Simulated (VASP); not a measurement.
Set up this calculation in VASP 6.6.1, as the native input.

```
Task                   : single point
Functional             : PBE
Dispersion             : D4
Potentials or basis    : VASP PAW PBE potentials, release 64 (Au)
Cutoff                 : 500 eV
k mesh                 : 6 × 6 × 4
Occupations            : gaussian, width 0.1 eV
Spin                   : no spin polarisation
Dipole correction      : no
Further INCAR settings : ALGO = Normal; EDIFF = 1e-06; NBANDS = 18
```

The structure of Au lies in POSCAR:

```
Au
1.0
    1.4113099650     -2.5559330250      0.0000000000
    1.4113099650      2.5559330250      0.0000000000
    0.0000000000      0.0000000000      4.8931696100
Au
2
Direct
    0.6653279700      0.3346720300      0.2500000000
    0.3346720300      0.6653279700      0.7500000000
```

These files were run (other wordings do the same):

INCAR

```
SYSTEM = Au
PREC = Accurate
ENCUT = 500
EDIFF = 1E-6
ISMEAR = 0
SIGMA = 0.1
LREAL = .False.
LASPH = .True.
NELM = 120
ALGO = Normal
ISIF = 2
LWAVE = .False.
LCHARG = .False.
GGA = PE
IVDW = 13
NBANDS = 18
GGA_COMPAT = .False.
```

KPOINTS

```
Automatic mesh
0
Gamma
  6 6 4
  0 0 0
```

Potentials or basis: VASP PAW PBE potentials, release 64 (Au).

The run is started by

```console
$ cat potpaw_PBE.64/Au/POTCAR > POTCAR
$ mpirun -np 1 vasp_std > vasp.out
```

Results of the run:

```yaml
Pressure: -2.4 GPa
Largest_force: 0.022 eV/Å
Band_gap_on_the_k_mesh: zero (bands 11 and 12 overlap by 6.55 eV)
Dispersion_energy_per_atom: -0.656 eV
```

Caveat: the k points lie up to 0.42 Å⁻¹ apart, too coarse for converged energies and pressures of a metal; spin-orbit coupling is left out, which moves the levels of the heavy elements.

Run time: 21 s on 1 thread of AMD EPYC 7R43 64-Core Processor (Zen 3) (shared host), peak memory 0.13 GiB.
